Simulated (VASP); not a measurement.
Here is a VASP 6.6.1 calculation.

The input INCAR:

```
SYSTEM = Si3Mo5
  ALGO = Normal
  EDIFF = 1E-6
  ENCUT = 500
  GGA = PS
  GGA_COMPAT = .FALSE.
  ISIF = 2
  ISMEAR = 0
  IVDW = 12
  LASPH = .TRUE.
  LCHARG = .FALSE.
  LREAL = .FALSE.
  LWAVE = .FALSE.
  NBANDS = 96
  NELM = 120
  PREC = Accurate
  SIGMA = 0.1
```

KPOINTS

```
k-points
0
G
  4 4 4
  0 0 0
```

The input POSCAR:

```
Si3Mo5
1.0
   -4.7643042015      4.7643042015      2.4069624686
    4.7643042015     -4.7643042015      2.4069624686
    4.7643042015      4.7643042015     -2.4069624686
Si Mo
6 10
Direct
    0.2500000000      0.2500000000      0.0000000000
    0.7500000000      0.7500000000      0.0000000000
    0.6673355168      0.1673355168      0.8346710335
    0.1673355168      0.3326644832      0.5000000000
    0.3326644832      0.8326644832      0.1653289665
    0.8326644832      0.6673355168      0.5000000000
    0.7500000000      0.2500000000      0.5000000000
    0.2500000000      0.7500000000      0.5000000000
    0.2239281413      0.0773419973      0.3012701386
    0.0773419973      0.7760718587      0.8534138560
    0.7760718587      0.9226580027      0.6987298614
    0.9226580027      0.2239281413      0.1465861440
    0.2760718587      0.5773419973      0.8534138560
    0.4226580027      0.2760718587      0.6987298614
    0.7239281413      0.4226580027      0.1465861440
    0.5773419973      0.7239281413      0.3012701386
```

Potentials or basis: VASP PAW PBE potentials, release 64 (Si, Mo_sv).

Run with:

```console
$ cat potpaw_PBE.64/Si/POTCAR potpaw_PBE.64/Mo_sv/POTCAR > POTCAR
$ mpirun -np 1 vasp_std > vasp.out
```

Question: Estimate the band gap on the k mesh.

Answer: Zero (bands 82 and 83 overlap by 0.72 eV).

Question: Estimate the pressure.

Answer: 0.5 GPa.

Forces on the atoms (eV/Å):
```
Si   0.000  0.000  0.000
Si   0.000  0.000  0.000
Si   0.000  0.000  0.000
Si   0.000  0.000  0.000
Si   0.000  0.000  0.000
Si   0.000  0.000  0.000
Mo   0.000  0.000  0.000
Mo   0.000  0.000  0.000
Mo   0.002 -0.001  0.000
Mo   0.001  0.002  0.000
Mo  -0.002  0.001  0.000
Mo  -0.001 -0.002  0.000
Mo   0.002  0.001  0.000
Mo   0.001 -0.002  0.000
Mo  -0.002 -0.001  0.000
Mo  -0.001  0.002  0.000
```

Caveat: the k points lie up to 0.37 Å⁻¹ apart, too coarse for converged energies and pressures of a metal; the PAW data sets were made with another functional, which shifts forces and pressure a little.
